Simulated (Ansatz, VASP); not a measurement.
# Ca: VASP beside Ansatz

```
Ca
1.0
     0.00000    2.78841    2.78841
     2.78841    0.00000    2.78841
     2.78841    2.78841    0.00000
Ca
1
Cartesian
  0.0000 0.0000 0.0000
```

Alike in both runs: task single point; functional PBE; k mesh 4 × 4 × 4; occupations gaussian, width 0.1 eV; no spin polarisation.

```csv
,VASP,Ansatz
version,VASP 6.6.1,Ansatz 0.2.0
potentials or method,"VASP PAW PBE potentials, release 64 (Ca_sv), cutoff 500 eV","scalar-relativistic, plane waves, PAW"
valence electrons in the cell,10,10
```

```tsv
	VASP	Ansatz	Ansatz less VASP
gap on the k mesh at the Fermi level (eV)	none	none	-
pressure (GPa)	-0.3	-0.3	-0.02
```

A gap of «none» marks a metal or a gap that the smearing closes.

The k mesh is coarse, so the values compare programs but aren't converged.
